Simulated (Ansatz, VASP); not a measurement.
## Two plane-wave programs on NbP

INCAR

```
ALGO = Normal
EDIFF = 1E-8
ENCUT = 520
GGA = PE
ISIF = 2
ISMEAR = -1
LASPH = T
LCHARG = F
LEFG = T
LREAL = F
LWAVE = F
NBANDS = 26
NELM = 60
PREC = Accurate
SIGMA = 0.03
```

The input KPOINTS:

```
k-points
0
Gamma
  12 12 7
```

File POSCAR:

```
NbP
1.0
    3.4419331712      0.0000000000      0.0000000000
   -1.7209665856      2.9808015644      0.0000000000
    0.0000000000      0.0000000000      7.6750351891
Nb P
2 2
Direct
    0.3333333333      0.6666666667      0.0304951889
    0.6666666667      0.3333333333      0.5304951889
    0.3333333333      0.6666666667      0.3455048111
    0.6666666667      0.3333333333      0.8455048111
```

Input for Ansatz:

```yaml
crystal:
  lattice:
    - [3.4419331712, 0.0, 0.0]
    - [-1.7209665856, 2.9808015644, 0.0]
    - [0.0, 0.0, 7.6750351891]
  atoms:
    - { symbol: Nb, position: [0.3333333333, 0.6666666667, 0.0304951889] }
    - { symbol: Nb, position: [0.6666666667, 0.3333333333, 0.5304951889] }
    - { symbol: P, position: [0.3333333333, 0.6666666667, 0.3455048111] }
    - { symbol: P, position: [0.6666666667, 0.3333333333, 0.8455048111] }
kpoints:
  mp_grid: { grid: [12, 12, 7] }
  band_path:
    path:
      - [0.0, 0.0, 0.0]
      - [0.5, 0.0, 0.0]
      - [0.3333333333, 0.3333333333, 0.0]
      - [0.0, 0.0, 0.0]
      - [0.0, 0.0, 0.5]
      - [0.5, 0.0, 0.5]
      - [0.3333333333, 0.3333333333, 0.5]
      - [0.0, 0.0, 0.5]
      - [0.5, 0.0, 0.5]
    npoints: 14
scf:
  occupations: { method: fermi_dirac, width: 0.03 }
hamiltonian:
  xc: pbe
  pseudopotentials: { kind: paw }
output:
  forces: true
  stress: true
  eigenvalues: true
  efg: { contact_densities: true }
  populations: true
  bader: true
  dos: { projected: true, de: 0.2, e_range: [-14, 8] }
  write_density: true
  write_potential: true
  elf: true
  volumetric_format: npy
```

Alike in both runs: task electric field gradients; functional PBE; k mesh 12 × 12 × 7; occupations fermi-dirac, width 0.03 eV; no spin polarisation.

|  | VASP | Ansatz |
| --- | --- | --- |
| version | VASP 6.6.1 | Ansatz 0.2.0 |
| potentials or method | VASP PAW PBE potentials, release 64 (Nb_sv, P) | PAW with Ansatz's default frozen-core files, scalar-relativistic |
| plane-wave cutoff (eV) | 520 | 420 |
| valence electrons in the cell | 36 | 36 |

Ansatz gave:

* pressure (GPa): 0.0
* traceless stress, the component that is largest in VASP (GPa): 0.00
* rms of the force components (eV/Å): 0.000
* size of Vzz on the site where it differs most (V/Å²): 34.0

Which values does VASP return?

Pressure (GPa): -0.3; traceless stress, the component that is largest in VASP (GPa): -0.06; rms of the force components (eV/Å): 0.007; size of Vzz on the site where it differs most (V/Å²): 32.8.

Atom by atom the forces differ by 0.007 eV/Å (rms over components).
